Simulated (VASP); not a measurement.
A run of VASP 6.6.1 is set up as follows.

The input INCAR:

```
SYSTEM = HfN
  ALGO = Normal
  EDIFF = 1E-7
  ENCUT = 520
  GGA = PE
  GGA_COMPAT = .False.
  ISIF = 2
  ISMEAR = 0
  LASPH = .True.
  LCHARG = .False.
  LMAXMIX = 4
  LNONCOLLINEAR = .True.
  LORBIT = 11
  LORBMOM = .True.
  LREAL = .False.
  LSORBIT = .True.
  LWAVE = .False.
  MAGMOM = 0 0 0 0 0 0
  NBANDS = 27
  NELM = 150
  PREC = Accurate
  SIGMA = 0.05
```

Contents of KPOINTS:

```
k-points
0
Gamma
  12 12 12
  0 0 0
```

The input POSCAR:

```
HfN
1.0
    0.0000000000      2.2726372262      2.2726372262
    2.2726372262      0.0000000000      2.2726372262
    2.2726372262      2.2726372262      0.0000000000
Hf N
1 1
Direct
    0.5000000000      0.5000000000      0.5000000000
    0.0000000000      0.0000000000      0.0000000000
```

Potentials or basis: VASP PAW PBE potentials, release 64 (Hf_pv, N).

Run with:

```sh
$ cat potpaw_PBE.64/Hf_pv/POTCAR potpaw_PBE.64/N/POTCAR > POTCAR
$ mpirun -np 1 vasp_ncl > vasp.out
```

Problem. What does it give for the pressure?

Solution. -1.8 GPa.

Problem. Estimate the net moment.

Solution. 0.00 μB per cell.

Moments on the atoms (μB; x, y, z):
```
Hf  0.00 0.00 0.00
N   0.00 0.00 0.00
```
